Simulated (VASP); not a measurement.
A run of VASP 6.6.1 is set up as follows.

INCAR

```
PREC     = Accurate       # precision mode
ENCUT    = 520            # plane-wave cutoff, eV
EDIFF    = 1E-7           # SCF threshold, eV
ISMEAR   = 0              # smearing method
SIGMA    = 0.15           # smearing width, eV
LREAL    = False          # projectors in reciprocal space
LASPH    = True           # aspherical terms in the spheres
NELM     = 60             # most SCF steps
ALGO     = Normal         # electronic algorithm
ISIF     = 2              # what is computed and relaxed
LWAVE    = False          # write WAVECAR
LCHARG   = False          # write CHGCAR
GGA      = PE             # functional
NBANDS   = 15             # bands
```

Contents of KPOINTS:

```
Automatic mesh
0
Gamma
  24 24 24
```

POSCAR

```
TiC
1.0
    0.0000000000      2.1745857548      2.1745857548
    2.1664615241      0.0081242307      2.1664615241
    2.1664615241      2.1664615241      0.0081242307
Ti C
1 1
Direct
    0.0000000000      0.0000000000      0.0000000000
    0.5000000000      0.5000000000      0.5000000000
```

Potentials or basis: VASP PAW PBE potentials, release 64 (Ti_sv, C).

Command:

```bash
$ cat potpaw_PBE.64/Ti_sv/POTCAR potpaw_PBE.64/C/POTCAR > POTCAR
$ mpirun -np 1 vasp_std > vasp.out
```

What does it give for the pressure?

0.2 GPa.

What does it give for the band gap on the k mesh?

Zero (bands 8 and 9 overlap by 1.13 eV).

Stress tensor (GPa, compression positive):
```
 0.22  0.00  0.00
 0.00  0.22 -1.26
 0.00 -1.26  0.22
```

Caveat: the cell differs from its parent crystal (strain +0.0075 x Voigt [0, 0, 0, 1, 0, 0]).
